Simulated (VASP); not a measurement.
A run of VASP 6.6.1 is set up as follows.

INCAR

```
  PREC = Accurate
  ENCUT = 520
  EDIFF = 1E-7
  ISMEAR = 0
  SIGMA = 0.02
  LREAL = F
  LASPH = T
  NELM = 80
  ALGO = Normal
  ISIF = 2
  LWAVE = F
  LCHARG = F
  GGA = RP
  NBANDS = 12
```

Contents of KPOINTS:

```
Automatic mesh
0
Gamma
  11 11 11
```

Contents of POSCAR:

```
In
1.0
    3.3769064400      0.0000000000      0.0000000000
    0.2472340469      3.3678438845      0.0000000000
   -1.8120702438     -1.6839219426      2.2987617161
In
1
Direct
    0.0000000000      0.0000000000      0.0000000000
```

Potentials or basis: VASP PAW PBE potentials, release 64 (In_d).

The run is started by

```sh
$ cat potpaw_PBE.64/In_d/POTCAR > POTCAR
$ mpirun -np 1 vasp_std > vasp.out
```

(1) What does it give for the band gap on the k mesh?

(2) Estimate the pressure.

## Answers

(1) zero (an odd number of electrons rules out a gap without spin polarisation).

(2) 3.7 GPa.

Caveat: the cell stands under pressure; the PAW data sets were made with another functional, which shifts forces and pressure a little; spin-orbit coupling is left out, which moves the levels of the heavy elements.
